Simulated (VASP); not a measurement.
# Sc5Al (P4/mmm) in VASP: single point with PBE

Aim: the single point of Sc5Al with PBE.

Program: VASP 6.6.1. These are calculated values, not measurements. Logs are shortened: lines on timing, memory, paths and dates and some standing lists are left out, and cuts for length are marked.

## 1. The cell of the first run

Symmetry: P4/mmm, No. 123, tetragonal system. Conventional cell: a = 3.252 Å, b = 3.252 Å, c = 13.047 Å, α = 90.00°, β = 90.00°, γ = 90.00°. Within 3.9 Å of Sc (site symmetry 4mm) lie 4 Al at 2.96 Å and 9 Sc at 3.25 to 3.74 Å. Sc (site symmetry 4mm) has 12 Sc at 3.25 to 3.28 Å and 1 Al at 4.21 Å within 4.3 Å. Sc (site symmetry 4/mmm) has 12 Sc at 3.25 to 3.26 Å within 4.3 Å. Within 3.9 Å of Al (site symmetry 4/mmm) lie 8 Sc at 2.96 Å and 4 Al at 3.25 Å.

## 2. Single point, PBE, collinear spin

INCAR reads:

```
SYSTEM = Sc5Al
PREC     = Accurate       ! precision mode
ENCUT    = 520            ! plane-wave cutoff, eV
EDIFF    = 1E-6           ! SCF threshold, eV
ISMEAR   = 0              ! smearing method
SIGMA    = 0.1            ! smearing width, eV
LREAL    = .FALSE.        ! projectors in reciprocal space
LASPH    = .TRUE.         ! aspherical terms in the spheres
NELM     = 150            ! most SCF steps
ALGO     = Fast           ! electronic algorithm
ISIF     = 2              ! what is computed and relaxed
LWAVE    = .FALSE.        ! write WAVECAR
LCHARG   = .FALSE.        ! write CHGCAR
ISPIN    = 2              ! spin polarisation
MAGMOM   = 1 1 1 1 1 0    ! initial moments
LORBIT   = 11             ! projections on sites
LMAXMIX  = 4              ! l up to which the mixer works
GGA      = PE             ! functional
NBANDS   = 42             ! bands
```

KPOINTS reads:

```
regular mesh
0
G
  6 6 2
  0 0 0
```

POSCAR reads:

```
Sc5Al
1.0
    3.2518100000      0.0000000000      0.0000000000
    0.0000000000      3.2518100000      0.0000000000
    0.0000000000      0.0000000000     13.0465348000
Sc Al
5 1
Direct
    0.0000000000      0.0000000000      0.6434030000
    0.5000000000      0.5000000000      0.8223780000
    0.0000000000      0.0000000000      0.0000000000
    0.5000000000      0.5000000000      0.1776220000
    0.0000000000      0.0000000000      0.3565970000
    0.5000000000      0.5000000000      0.5000000000
```

Potentials or basis: VASP PAW PBE potentials, release 64 (Sc_sv, Al).

Started as:

```bash
cat potpaw_PBE.64/Sc_sv/POTCAR potpaw_PBE.64/Al/POTCAR > POTCAR
mpirun -np 1 vasp_std > vasp.out
```

OUTCAR:

```text
SYSTEM = Sc5Al
   PREC = Accurate
   ENCUT = 520
   EDIFF = 1E-6
   ISMEAR = 0
   LREAL = .FALSE.
   LASPH = .TRUE.
   NELM = 150
   ISIF = 2
   ISPIN = 2
   LORBIT = 11
   GGA = PE

 ion  position               nearest neighbor table
   1  0.000  0.000  0.643-   6 2.96   6 2.96   6 2.96   6 2.96   2 3.28   2 3.28   2 3.28   2 3.28

   2  0.500  0.500  0.822-   3 3.26   3 3.26   3 3.26   3 3.26   1 3.28   1 3.28   1 3.28   1 3.28

   3  0.000  0.000  0.000-   2 3.26   4 3.26   2 3.26   4 3.26   2 3.26   4 3.26   2 3.26   4 3.26

   4  0.500  0.500  0.178-   3 3.26   3 3.26   3 3.26   3 3.26   5 3.28   5 3.28   5 3.28   5 3.28

   5  0.000  0.000  0.357-   6 2.96   6 2.96   6 2.96   6 2.96   4 3.28   4 3.28   4 3.28   4 3.28

   6  0.500  0.500  0.500-   1 2.96   5 2.96   1 2.96   5 2.96   1 2.96   5 2.96   1 2.96   5 2.96

  LATTYP: Found a simple tetragonal cell.
 ALAT       =     3.2518100000
 C/A-ratio  =     4.0120839778

  Lattice vectors:

 A1 = (   3.2518100000,   0.0000000000,   0.0000000000)
 A2 = (   0.0000000000,   3.2518100000,   0.0000000000)
 A3 = (   0.0000000000,   0.0000000000,  13.0465348000)

Analysis of symmetry for initial positions (statically):
=====================================================================
 Subroutine PRICEL returns:
 Original cell was already a primitive cell.

 Routine SETGRP: Setting up the symmetry group for a
 simple tetragonal supercell.

 Subroutine GETGRP returns: Found 16 space group operations
 (whereof 16 operations were pure point group operations)
 out of a pool of 16 trial point group operations.

The static configuration has the point symmetry D_4h.

Analysis of symmetry for dynamics (positions and initial velocities):
=====================================================================
 Subroutine PRICEL returns:
 Original cell was already a primitive cell.

 Routine SETGRP: Setting up the symmetry group for a
 simple tetragonal supercell.

 Subroutine GETGRP returns: Found 16 space group operations
 (whereof 16 operations were pure point group operations)
 out of a pool of 16 trial point group operations.

The dynamic configuration has the point symmetry D_4h.

Analysis of structural, dynamic, and magnetic symmetry:
=====================================================================
 Subroutine PRICEL returns:
 Original cell was already a primitive cell.

 Routine SETGRP: Setting up the symmetry group for a
 simple tetragonal supercell.

 Subroutine GETGRP returns: Found 16 space group operations
 (whereof 16 operations were pure point group operations)
 out of a pool of 16 trial point group operations.

The overall configuration has the point symmetry D_4h.

 Subroutine INISYM returns: Found 16 space group operations
 (whereof 16 operations are pure point group operations),
 and found     1 'primitive' translations

----------------------------------------------------------------------------------------

                                     Primitive cell

  volume of cell :     137.9576

  direct lattice vectors                    reciprocal lattice vectors
     3.251810000  0.000000000  0.000000000     0.307521042  0.000000000  0.000000000
     0.000000000  3.251810000  0.000000000     0.000000000  0.307521042  0.000000000
     0.000000000  0.000000000 13.046534800     0.000000000  0.000000000  0.076648705

  length of vectors
     3.251810000  3.251810000 13.046534800     0.307521042  0.307521042  0.076648705

  position of ions in fractional coordinates (direct lattice)
     0.000000000  0.000000000  0.643403000
     0.500000000  0.500000000  0.822378000
     0.000000000  0.000000000  0.000000000
     0.500000000  0.500000000  0.177622000
     0.000000000  0.000000000  0.356597000
     0.500000000  0.500000000  0.500000000

  ion indices of the primitive-cell ions
   primitive index   ion index
                 1           1
                 2           2
                 3           3
[... 34 lines left out ...]
  0.333333  0.000000  0.000000      4.000000
  0.500000  0.000000  0.000000      2.000000
  0.166667  0.166667  0.000000      4.000000
  0.333333  0.166667  0.000000      8.000000
[... 12 lines left out ...]
  0.500000  0.333333  0.500000      4.000000
  0.500000  0.500000  0.500000      1.000000
   k-points           NKPTS =     20   k-points in BZ     NKDIM =     20   number of bands    NBANDS=     42
   number of dos      NEDOS =    301   number of ions     NIONS =      6
   total plane-waves  NPLWV =  56448
   dimension x,y,z NGX =    24 NGY =   24 NGZ =   98
   dimension x,y,z NGXF=    48 NGYF=   48 NGZF=  196
   ions per type =               5   1
   NGX,Y,Z   is equivalent  to a cutoff of  12.27, 12.27, 12.49 a.u.
   NGXF,Y,Z  is equivalent  to a cutoff of  24.54, 24.54, 24.98 a.u.
 SYSTEM =  Sc5Al
   PREC   = accura    normal or accurate (medium, high low for compatibility)
   ISTART =      0    job   : 0-new  1-cont  2-samecut
   ICHARG =      2    charge: 1-file 2-atom 10-const
   ISPIN  =      2    spin polarized calculation?
   LNONCOLLINEAR =      F non collinear calculations
   LSORBIT =      F    spin-orbit coupling
   LASPH  =      T    aspherical Exc in radial PAW
   ENCUT  =  520.0 eV  38.22 Ry    6.18 a.u.   6.05  6.05 24.26*2*pi/ulx,y,z
   NELM   =    150;   NELMIN=  2; NELMDL= -5     # of ELM steps
   EDIFF  = 0.1E-05   stopping-criterion for ELM
   LREAL  =      F    real-space projection
   EDIFFG = 0.1E-04   stopping-criterion for IOM
   NSW    =      0    number of steps for IOM
   IBRION =     -1    ionic relax: 0-MD 1-quasi-New 2-CG
   NFREE  =      0    steps in history (QN), initial steepest desc. (CG)
   ISIF   =      2    stress and relaxation
   ISYM   =      2    0-nonsym 1-usesym 2-fastsym
   POTIM  = 0.5000    time-step for ionic-motion
   TEBEG  =    0.0;   TEEND  =   0.0 temperature during run
   PSTRESS=    0.0 pullay stress
   NELECT =      58.0000    total number of electrons
   NUPDOWN=      -1.0000    fix difference up-down
   EMIN   =  10.00;   EMAX   =-10.00  energy-range for DOS
   EFERMI =   0.00;   METHOD = LEGACY
   ISMEAR =     0;   SIGMA  =   0.10  broadening in eV -4-tet -1-fermi 0-gaus
   EFERMI_NEDOS =   21; number of points for ismear=-14 and -15
   IALGO  =     68    algorithm
   IMIX   =      4    mixing-type and parameters
     AMIX     =   0.40;   BMIX     =  1.00
     AMIX_MAG =   1.60;   BMIX_MAG =  1.00
  volume/ion in A,a.u.               =      22.99       155.16
  Fermi-wavevector in a.u.,A,eV,Ry     =   1.226410  2.317579 20.464269  1.504081
  Thomas-Fermi vector in A             =   2.361412
   LORBIT       =     11    0 simple, 1 ext, 2 COOP (PROOUT), +10 PAW based schemes
   GGA     = PE    functional components
   LHFCALC =     F    Hartree Fock is set to
   AEXX    =    0.0000 exact exchange contribution
   IVDW    =     0    specifies the selected vdW correction
   LEPSILON=     F    determine dielectric tensor
   LRPA    =     F    only Hartree local field effects (RPA)
 spin polarized calculation
 RMM-DIIS sequential band-by-band and
 Gauss-broadening in eV      SIGMA  =   0.10
  energy-cutoff  :      520.00
  volume of cell :      137.96
 maximum number of plane-waves:      3766
   NGX = 13   NGY = 13   NGZ = 49

 number of electron      58.0000002 magnetization       0.0000214

 number of electron      58.0000002 magnetization      -0.0000223

 Free energy of the ion-electron system (eV)
  ---------------------------------------------------
  ext. energy  EPLUGINS =         0.00000000
  ---------------------------------------------------
  free energy    TOTEN  =       -35.80223902 eV

  energy without entropy =      -35.76329260  energy(sigma->0) =      -35.78276581

 E-fermi :   4.2519     XC(G=0):  -9.9702

 val. band max:        4.2474595730   @ k =   0.5000   0.1667   0.5000
 cond. band min:       4.2525663347   @ k =   0.1667   0.1667   0.0000
 fundamental gap:      0.0051067617
 Fermi energy:         4.2519228573

 spin component 1

 k-point     1 :       0.0000    0.0000    0.0000
  band No.  band energies     occupation
      1     -45.1892      1.00000
      2     -45.1867      1.00000
      3     -45.1357      1.00000
      4     -45.1120      1.00000
      5     -45.0813      1.00000
      6     -23.9312      1.00000
[... 869 lines left out ...]
     40       6.9746      0.00000
     41       7.8013      0.00000
 Fermi energy:         4.2519228573

 spin component 2

 k-point     1 :       0.0000    0.0000    0.0000
  band No.  band energies     occupation
      1     -45.1893      1.00000
      2     -45.1868      1.00000
      3     -45.1356      1.00000
      4     -45.1121      1.00000
      5     -45.0812      1.00000
      6     -23.9312      1.00000
[... 869 lines left out ...]
     40       6.9742      0.00000
     41       7.7551      0.00000
 [bands above 41 left out]

------------------------ aborting loop because EDIFF is reached ----------------------------------------

  FORCE on cell =-STRESS in cart. coord.  units (eV):
  Direction    XX          YY          ZZ          XY          YZ          ZX
  --------------------------------------------------------------------------------------
  -------------------------------------------------------------------------------------
  Total       -0.0111538     -0.0111538      0.1305704      0.0000000     -0.0000000      0.0000000
  in kB       -0.1295351     -0.1295351      1.5163857      0.0000000     -0.0000000      0.0000000
  external PRESSURE =       0.4191052 kB  Pullay stress =       0.0000000 kB

 VOLUME and BASIS-vectors are now :
 -----------------------------------------------------------------------------
  energy-cutoff  :      520.00
  volume of cell :      137.96
      direct lattice vectors                 reciprocal lattice vectors
     3.251810000  0.000000000  0.000000000     0.307521042  0.000000000  0.000000000
     0.000000000  3.251810000  0.000000000     0.000000000  0.307521042  0.000000000
     0.000000000  0.000000000 13.046534800     0.000000000  0.000000000  0.076648705

 POSITION                                       TOTAL-FORCE (eV/Angst)
 -----------------------------------------------------------------------------------
      0.00000      0.00000      8.39418         0.000000      0.000000      0.014398
      1.62590      1.62590     10.72918         0.000000     -0.000000      0.004469
      0.00000      0.00000      0.00000         0.000000      0.000000      0.000000
      1.62590      1.62590      2.31735        -0.000000      0.000000     -0.004469
      0.00000      0.00000      4.65236         0.000000      0.000000     -0.014398
      1.62590      1.62590      6.52327         0.000000      0.000000      0.000000
 -----------------------------------------------------------------------------------
    total drift:                                0.000000     -0.000000      0.000000

  FREE ENERGIE OF THE ION-ELECTRON SYSTEM (eV)
  ---------------------------------------------------
  free  energy   TOTEN  =       -35.8022390206 eV

  energy  without entropy=      -35.7632926017  energy(sigma->0) =      -35.78276581

 total charge

# of ion       s       p       d       tot
------------------------------------------
    1        2.251   6.120   1.030   9.401
    2        2.272   6.101   1.012   9.386
    3        2.278   6.095   1.023   9.397
    4        2.272   6.101   1.012   9.386
    5        2.251   6.120   1.030   9.401
    6        0.435   0.368   0.000   0.803
--------------------------------------------------
tot         11.759  30.906   5.108  47.773

 magnetization (x)

# of ion       s       p       d       tot
------------------------------------------
    1       -0.000  -0.000  -0.000  -0.000
    2       -0.000   0.000  -0.000  -0.000
    3        0.000   0.000   0.000   0.000
    4       -0.000   0.000  -0.000  -0.000
    5       -0.000  -0.000  -0.000  -0.000
    6        0.000   0.000   0.000   0.000
--------------------------------------------------
tot          0.000   0.000  -0.000  -0.000
```

Wall time 6.4 min (1 thread of AMD EPYC 7R43 (Zen 3), shared host); peak memory 0.32 GiB.

What came out:

- Free energy: -35.8022 eV
- Pressure: 0.0 GPa
- Largest force: 0.014 eV/Å
- Band gap on the k mesh: zero (filled and empty bands overlap)
- Net moment: 0.00 μB per cell
- Valence electrons inside the program's atomic spheres: Sc 9.40, 9.39 (each value once); Al 0.80

Forces on the atoms (eV/Å):
```
Sc   0.000  0.000  0.014
Sc   0.000  0.000  0.004
Sc   0.000  0.000  0.000
Sc   0.000  0.000 -0.004
Sc   0.000  0.000 -0.014
Al   0.000  0.000  0.000
```

Stress tensor (GPa, compression positive):
```
-0.01  0.00  0.00
 0.00 -0.01  0.00
 0.00  0.00  0.15
```
